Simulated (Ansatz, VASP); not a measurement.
**RuS in VASP and in Ansatz**

```
CELL_PARAMETERS angstrom
0.00000 2.60052 2.60052
2.60052 0.00000 2.60052
2.60052 2.60052 0.00000
ATOMIC_POSITIONS crystal
Ru 0.00000 0.00000 0.00000
S 0.25000 0.25000 0.25000
```

Alike in both runs: task single point; functional PBE; k mesh 10 × 10 × 10; occupations gaussian, width 0.05 eV; no spin polarisation.

```csv
,VASP,Ansatz
version,VASP 6.6.1,Ansatz 0.2.0
potentials or method,"VASP PAW PBE potentials, release 64 (Ru_pv, S), cutoff 520 eV","scalar-relativistic, plane waves, PAW"
valence electrons in the cell,20,22
```

```csv
,VASP,Ansatz,Ansatz less VASP
pressure (GPa),-0.2,0.0,+0.18
```

With one functional, cell and mesh, what is left measures potentials, basis and numerics. VASP's potentials hold 20 valence electrons a cell and Ansatz's 22, so a difference there can come from the potentials and not from the codes.
